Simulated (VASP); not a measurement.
# Mg12H (a cell with a defect) in VASP: further runs

Mg12H (a cell with a defect) is run at these levels: PBE; tasks: single point.

Everything below comes from runs of VASP 6.6.1. Logs are shortened: lines on timing, memory, paths and dates and some standing lists are left out, and cuts for length are marked.

## Step 1: The cell of the first run

The cell holds a defect, 13 atoms: a = 6.420 Å, b = 9.630 Å, c = 5.213 Å, α = 90.00°, β = 90.00°, γ = 120.00°.

## Step 2: Single point, PBE

INCAR reads:

```
ALGO = Normal ; EDIFF = 1E-6
ENCUT = 520 ; GGA = PE
ISIF = 2 ; ISMEAR = -1
LASPH = True ; LCHARG = False
LREAL = False ; LWAVE = False
NBANDS = 24 ; NELM = 80
PREC = Accurate ; SIGMA = 0.05
```

KPOINTS reads:

```
k-points
0
Gamma
  2 2 2
```

POSCAR reads:

```
Mg12H
1.0
    6.4200000000      0.0000000000      0.0000000000
   -4.8150000000      8.3398250000      0.0000000000
    0.0000000000      0.0000000000      5.2130400000
Mg H
12 1
Direct
   -0.0627469254     -0.0250125153      0.0239975139
    0.2081442105      0.2389378674      0.4802763838
   -0.0380789399      0.3072966159     -0.0343753357
    0.1282972250      0.5449155108      0.4863572886
   -0.0176017523      0.6727719107      0.0126413762
    0.1809308473      0.8861217112      0.4749627856
    0.4866245254     -0.0057675071     -0.0683094701
    0.6995609612      0.2214914582      0.4295957829
    0.5052206297      0.3425371635     -0.0171301199
    0.6645238739      0.5724700458      0.5368844283
    0.4805386197      0.6500016487     -0.0085554686
    0.6345937583      0.8635912624      0.5148051809
    0.3576806093      0.7670424739      0.2291177509
```

Potentials or basis: VASP PAW PBE potentials, release 64 (Mg, H).

Launch:

```bash
> cat potpaw_PBE.64/Mg/POTCAR potpaw_PBE.64/H/POTCAR > POTCAR
> mpirun -np 1 vasp_std > vasp.out
```

OUTCAR:

```text
EDIFF = 1E-6
   ENCUT = 520
   GGA = PE
   ISIF = 2
   ISMEAR = -1
   LASPH = True
   LREAL = False
   NELM = 80
   PREC = Accurate

 ion  position               nearest neighbor table
   1  0.937  0.975  0.024-   7 3.03  11 3.04  12 3.06   5 3.07   3 3.14  12 3.14   6 3.17   2 3.27
                             7 3.47   6 3.57   9 3.60   2 3.62
   2  0.208  0.239  0.480-   9 3.07  10 3.09   9 3.10   8 3.20   3 3.22   4 3.23   8 3.25   1 3.27
                             6 3.31   3 3.34   1 3.62  12 3.65
   3  0.962  0.307  0.966-   8 2.82   7 3.04   9 3.12   1 3.14   8 3.15   4 3.19   2 3.22  11 3.32
                             9 3.33   2 3.34   4 3.36   5 3.46
   4  0.128  0.545  0.486-   8 2.97   5 3.11  10 3.13   6 3.13  12 3.17   3 3.19   2 3.23  11 3.24
                            11 3.28   5 3.33  10 3.33   3 3.36
   5  0.982  0.673  0.013-   6 3.01  10 3.05   1 3.07   4 3.11  11 3.12   9 3.13   7 3.20  10 3.26
                            11 3.31   4 3.33   6 3.33   3 3.46
   6  0.181  0.886  0.475-   7 2.93   5 3.01  12 3.03   4 3.13   1 3.17  10 3.19   8 3.29   7 3.30
                             2 3.31   5 3.33  12 3.41   1 3.57
   7  0.487  0.994  0.932-  12 2.90   6 2.93   1 3.03   3 3.04   5 3.20   8 3.23   8 3.24   6 3.30
                             9 3.31  11 3.31   1 3.47  12 3.59
   8  0.700  0.221  0.430-   3 2.82   4 2.97   9 3.13   3 3.15   2 3.20   7 3.23   7 3.24   2 3.25
                            12 3.29   6 3.29  10 3.54   9 3.56
   9  0.505  0.343  0.983-  10 3.01  11 3.04   2 3.07   2 3.10   3 3.12   5 3.13   8 3.13   7 3.31
                             3 3.33  10 3.47   8 3.56   1 3.60
  10  0.665  0.572  0.537-  12 2.91  11 2.91   9 3.01   5 3.05   2 3.09   4 3.13   6 3.19   5 3.26
                            11 3.30   4 3.33   9 3.47   8 3.54
  11  0.481  0.650  0.991-  13 2.08  10 2.91   1 3.04   9 3.04  12 3.06   5 3.12   4 3.24  12 3.26
                             4 3.28  10 3.30   7 3.31   5 3.31   3 3.32
  12  0.635  0.864  0.515-  13 2.14   7 2.90  10 2.91   6 3.03  11 3.06   1 3.06   1 3.14   4 3.17
                            11 3.26   8 3.29   6 3.41   7 3.59   2 3.65
  13  0.358  0.767  0.229-  11 2.08  12 2.14

  LATTYP: Found a simple monoclinic cell.
 ALAT       =     6.4200000000
 B/A-ratio  =     0.8120000000
 C/A-ratio  =     1.3228757108
 COS(beta)  =    -0.1889822286

  Lattice vectors:

 A1 = (   6.4200000000,   0.0000000000,   0.0000000000)
 A2 = (   0.0000000000,   0.0000000000,   5.2130400000)
 A3 = (  -1.6050000000,  -8.3398250000,   0.0000000000)

Analysis of symmetry for initial positions (statically):
=====================================================================
 Subroutine PRICEL returns:
 Original cell was already a primitive cell.
[... 143 lines left out ...]
   EFERMI_NEDOS =   21; number of points for ismear=-14 and -15
   IALGO  =     38    algorithm
   IMIX   =      4    mixing-type and parameters
     AMIX     =   0.40;   BMIX     =  1.00
     AMIX_MAG =   1.60;   BMIX_MAG =  1.00
  volume/ion in A,a.u.               =      21.47       144.89
  Fermi-wavevector in a.u.,A,eV,Ry     =   0.732477  1.384180  7.299827  0.536522
  Thomas-Fermi vector in A             =   1.824949
   LORBIT       =      0    0 simple, 1 ext, 2 COOP (PROOUT), +10 PAW based schemes
   GGA     = PE    functional components
   LHFCALC =     F    Hartree Fock is set to
   AEXX    =    0.0000 exact exchange contribution
   IVDW    =     0    specifies the selected vdW correction
   LEPSILON=     F    determine dielectric tensor
   LRPA    =     F    only Hartree local field effects (RPA)
 non-spin polarized calculation
  energy-cutoff  :      520.00
  volume of cell :      279.11
 maximum number of plane-waves:      7532
 NGX is ok and might be reduce to    48
   NGX = 23   NGY = 35   NGZ = 19

 number of electron      25.0000000 magnetization

 Free energy of the ion-electron system (eV)
  ---------------------------------------------------
  ext. energy  EPLUGINS =         0.00000000
  ---------------------------------------------------
  free energy    TOTEN  =       -20.28326518 eV

  energy without entropy =      -20.23465939  energy(sigma->0) =      -20.25896229

 E-fermi :   2.4591     XC(G=0):  -8.4940

 val. band max:        2.4444727478   @ k =   0.5000   0.0000   0.0000
 cond. band min:       2.4968316320   @ k =   0.0000   0.5000   0.0000
 fundamental gap:      0.0523588842
 Fermi energy:         2.4591270463

 k-point     1 :       0.0000    0.0000    0.0000
  band No.  band energies     occupation
      1      -4.8272      2.00000
      2      -2.9469      2.00000
      3      -2.0805      2.00000
      4      -1.3674      2.00000
      5      -0.6044      2.00000
      6       0.0442      2.00000
[... 205 lines left out ...]
     23       5.8656      0.00000
     24       5.9416      0.00000

------------------------ aborting loop because EDIFF is reached ----------------------------------------

  FORCE on cell =-STRESS in cart. coord.  units (eV):
  Direction    XX          YY          ZZ          XY          YZ          ZX
  --------------------------------------------------------------------------------------
  -------------------------------------------------------------------------------------
  Total       -1.1898129      0.7609467      5.1075317      1.0424180      0.1936624     -0.2285140
  in kB       -6.8297724      4.3679915     29.3182894      5.9836951      1.1116622     -1.3117175
  external PRESSURE =       8.9521695 kB  Pullay stress =       0.0000000 kB

 VOLUME and BASIS-vectors are now :
 -----------------------------------------------------------------------------
  energy-cutoff  :      520.00
  volume of cell :      279.11
      direct lattice vectors                 reciprocal lattice vectors
     6.420000000  0.000000000  0.000000000     0.155763240  0.089929945  0.000000000
    -4.815000000  8.339825000  0.000000000     0.000000000  0.119906593  0.000000000
     0.000000000  0.000000000  5.213040000     0.000000000  0.000000000  0.191826650

 POSITION                                       TOTAL-FORCE (eV/Angst)
 -----------------------------------------------------------------------------------
      1.32260      8.13122      0.12510         0.484131      0.512609     -0.338404
      0.18580      1.99270      2.50370        -0.197505     -0.308113      0.168671
      4.69590      2.56280      5.03384         0.470551      0.457948     -0.332567
     -1.80010      4.54450      2.53540         0.277989      0.146742      0.173181
      3.06760      5.61080      0.06590         0.298725     -0.206598     -0.304773
     -3.10510      7.39010      2.47600        -0.312379      0.126164      0.171789
     -1.66310      8.29173      4.85694        -0.349730      0.050751      0.476061
      3.42470      1.84720      2.23950        -0.428227     -0.401803      0.459071
      1.59420      2.85670      5.12374         0.030221     -0.321528     -0.065523
      1.50980      4.77430      2.79880         0.327438     -0.374528     -0.482157
     -0.04470      5.42090      5.16844        -0.448847     -0.065032      0.218932
     -0.08410      7.20220      2.68370         0.075174      0.374787     -0.226271
     -1.39700      6.39700      1.19440        -0.227540      0.008600      0.081993
 -----------------------------------------------------------------------------------
    total drift:                               -0.000142      0.000034      0.000036

  FREE ENERGIE OF THE ION-ELECTRON SYSTEM (eV)
  ---------------------------------------------------
  free  energy   TOTEN  =       -20.2832651777 eV

  energy  without entropy=      -20.2346593930  energy(sigma->0) =      -20.25896229
```

OSZICAR:

```text
N       E                     dE             d eps       ncg     rms          rms(c)
DAV:   1     0.232219209935E+02    0.23222E+02   -0.72334E+03   384   0.741E+02
DAV:   2    -0.187286157060E+02   -0.41951E+02   -0.39308E+02   464   0.890E+01
DAV:   3    -0.207219878627E+02   -0.19934E+01   -0.19596E+01   512   0.166E+01
DAV:   4    -0.207420458462E+02   -0.20058E-01   -0.20050E-01   440   0.189E+00
DAV:   5    -0.207422799120E+02   -0.23407E-03   -0.23406E-03   496   0.231E-01    0.342E+00
DAV:   6    -0.203672692943E+02    0.37501E+00   -0.49190E-01   504   0.237E+00    0.183E+00
DAV:   7    -0.202937593390E+02    0.73510E-01   -0.35379E-01   432   0.189E+00    0.682E-01
DAV:   8    -0.202861179661E+02    0.76414E-02   -0.37094E-02   464   0.766E-01    0.346E-01
DAV:   9    -0.202833616567E+02    0.27563E-02   -0.25348E-03   440   0.226E-01    0.722E-02
DAV:  10    -0.202832717853E+02    0.89871E-04   -0.67948E-04   456   0.924E-02    0.143E-02
DAV:  11    -0.202832615264E+02    0.10259E-04   -0.36699E-05   448   0.234E-02    0.631E-03
DAV:  12    -0.202832642883E+02   -0.27619E-05   -0.97583E-06   432   0.111E-02    0.316E-03
DAV:  13    -0.202832651777E+02   -0.88936E-06   -0.85751E-07   304   0.379E-03
   1 F= -.20283265E+02 E0= -.20258962E+02  d E =-.486058E-01
```

stdout:

```text
POSCAR found type information on POSCAR MgH
 POSCAR found :  2 types and      13 ions
 scaLAPACK will be used
 LDA part: xc-table for (Slater+PW92), standard interpolation
 POSCAR, INCAR and KPOINTS ok, starting setup
 FFT: planning ... GRIDC
 FFT: planning ... GRID_SOFT
 FFT: planning ... GRID
 WAVECAR not read
 entering main loop
```

It used 62 s of CPU time on 1 thread of Intel Xeon 6975P-C (shared host).

What came out:

```
Free energy   : -20.2833 eV
Pressure      : 0.9 GPa
Largest force : 0.782 eV/Å
```

Forces on the atoms (eV/Å):
```
Mg   0.484  0.513 -0.338
Mg  -0.198 -0.308  0.169
Mg   0.471  0.458 -0.333
Mg   0.278  0.147  0.173
Mg   0.299 -0.207 -0.305
Mg  -0.312  0.126  0.172
Mg  -0.350  0.051  0.476
Mg  -0.428 -0.402  0.459
Mg   0.030 -0.322 -0.066
Mg   0.327 -0.375 -0.482
Mg  -0.449 -0.065  0.219
Mg   0.075  0.375 -0.226
H   -0.228  0.009  0.082
```

Stress tensor (GPa, compression positive):
```
-0.68  0.60 -0.13
 0.60  0.44  0.11
-0.13  0.11  2.93
```

Levels at points of the mesh, in eV from the Fermi level:
| k point | band 8 | band 9 | band 10 | band 11 | band 12 | band 13 | band 14 | band 15 | band 16 | band 17 |
| --- | --- | --- | --- | --- | --- | --- | --- | --- | --- | --- |
| (0.00, 0.00, 0.00) | -1.80 | -1.17 | -0.46 | -0.04 | 0.12 | 0.53 | 0.59 | 0.77 | 1.20 | 1.81 |
| (0.50, 0.00, 0.00) | -0.53 | -0.40 | -0.30 | -0.22 | -0.01 | 0.05 | 0.15 | 0.43 | 0.63 | 0.85 |
| (0.00, 0.50, 0.00) | -1.89 | -1.48 | -0.96 | -0.79 | -0.59 | -0.13 | 0.04 | 1.20 | 1.75 | 2.24 |
| (0.50, 0.50, 0.00) | -0.68 | -0.37 | -0.20 | 0.09 | 0.80 | 0.85 | 0.96 | 1.04 | 1.18 | 1.22 |
| (0.00, 0.00, 0.50) | -1.80 | -1.71 | -1.64 | -1.12 | -0.99 | -0.47 | -0.34 | 1.04 | 1.26 | 1.30 |
| (0.50, 0.00, 0.50) | -3.42 | -1.33 | -0.72 | -0.56 | -0.52 | 0.34 | 0.90 | 1.02 | 1.11 | 2.11 |
| (0.00, 0.50, 0.50) | -1.69 | -1.25 | -1.05 | -0.97 | -0.88 | -0.56 | -0.48 | -0.27 | -0.27 | 1.05 |
| (0.50, 0.50, 0.50) | -2.78 | -2.08 | -1.88 | -1.81 | -1.76 | 0.99 | 2.30 | 2.35 | 2.38 | 2.74 |

Caveat: the k points lie up to 0.60 Å⁻¹ apart.

(Continued in part 2 of 2.)
